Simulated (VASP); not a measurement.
Input of a VASP 6.6.1 run:

INCAR

```
PREC = Accurate
ENCUT = 520
EDIFF = 1E-6
ISMEAR = -1
SIGMA = 0.1
LREAL = F
LASPH = T
NELM = 80
ALGO = Normal
ISIF = 2
LWAVE = F
LCHARG = F
GGA = PE
NBANDS = 8
```

KPOINTS

```
regular mesh
0
Gamma
  25 25 25
```

File POSCAR:

```
C
1.0
   -1.0783059509      1.0783059509      1.0783059509
    1.0783059509     -1.0783059509      1.0783059509
    1.0783059509      1.0783059509     -1.0783059509
C
1
Direct
    0.0000000000      0.0000000000      0.0000000000
```

Potentials or basis: VASP PAW PBE potentials, release 64 (C).

Run with:

```bash
$ cat potpaw_PBE.64/C/POTCAR > POTCAR
$ mpirun -np 1 vasp_std > vasp.out
```

Predict the pressure.

96.4 GPa.

Predict the band gap on the k mesh.

zero (band 2 reaches 25.04 eV, above the bottom of band 3 at 7.87 eV).
